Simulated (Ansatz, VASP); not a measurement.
# NiO: VASP beside Ansatz

The input INCAR:

```
PREC = Accurate
ENCUT = 520
EDIFF = 1E-6
ISMEAR = 0
SIGMA = 0.05
LREAL = False
LASPH = True
NELM = 150
ALGO = Normal
ISIF = 2
LWAVE = False
LCHARG = False
ISPIN = 2
MAGMOM = 2 -2 0 0
LORBIT = 11
LMAXMIX = 4
LDAU = True
LDAUTYPE = 2
LDAUL = 2 -1
LDAUU = 7 0
LDAUJ = 0 0
LDAUPRINT = 1
GGA = PE
NBANDS = 28
```

Contents of KPOINTS:

```
Automatic mesh
0
Gamma
  8 8 8
```

Contents of POSCAR:

```
NiO
1.0
    0.0000000000      2.0913095100      2.0913095100
    2.0913095100      0.0000000000      2.0913095100
    4.1826190200      4.1826190200      0.0000000000
Ni O
2 2
Direct
    0.0000000000      0.0000000000      0.0000000000
    0.0000000000      0.0000000000      0.5000000000
    0.5000000000      0.5000000000      0.2500000000
    0.5000000000      0.5000000000      0.7500000000
```

Input for Ansatz:

```yaml
crystal:
  lattice:
    - [0.0, 2.09130951, 2.09130951]
    - [2.09130951, 0.0, 2.09130951]
    - [4.18261902, 4.18261902, 0.0]
  atoms:
    - { symbol: Ni, position: [0.0, 0.0, 0.0], spin: 2.0 }
    - { symbol: O, position: [0.5, 0.5, 0.25] }
    - { symbol: Ni, position: [0.0, 0.0, 0.5], spin: -2.0 }
    - { symbol: O, position: [0.5, 0.5, 0.75] }
basis:
  ecutwfc: 420
  ecutrho_ratio: 4
kpoints:
  mp_grid: { grid: [8, 8, 8] }
hamiltonian:
  xc: pbe
  hubbard:
    sites: [{ site: 0, l: d, u_eff: 7.0 }, { site: 2, l: d, u_eff: 7.0 }]
scf:
  occupations: { method: gaussian, width: 0.05 }
  lower_state_search: "off"
  max_iter: 150
output:
  forces: true
  stress: true
  eigenvalues: true
  populations: true
  hubbard: { sites: [{ site: 0, l: d }, { site: 2, l: d }] }
magnetization:
  spin_polarized: true
```

Alike in both runs: task single point; functional PBE; k mesh 8 × 8 × 8; occupations gaussian, width 0.05 eV; collinear spin; Hubbard terms Ni d U = 7.0 eV.

|  | VASP | Ansatz |
| --- | --- | --- |
| version | VASP 6.6.1 | Ansatz 0.2.0 |
| potentials or method | VASP PAW PBE potentials, release 64 (Ni, O), cutoff 520 eV | scalar-relativistic, plane waves, PAW |
| valence electrons in the cell | 32 | 48 |

```csv
,VASP,Ansatz,Ansatz less VASP
gap on the k mesh at the Fermi level (eV),3.47,3.13,-0.333
least direct gap on the mesh (eV),4.15,3.93,-0.224
pressure (GPa),-0.6,10.8,+11.44
net moment per atom (μB),0.00,0.00,0.000
size of the moment on the site where the two differ most (μB),1.78,1.69,-0.095
```

Site moments also hang on the region over which each program counts them. The programs project onto different local orbitals, so the same U acts differently, and such runs can settle in different states. VASP's potentials hold 32 valence electrons a cell and Ansatz's 48, so a difference there can come from the potentials and not from the codes.
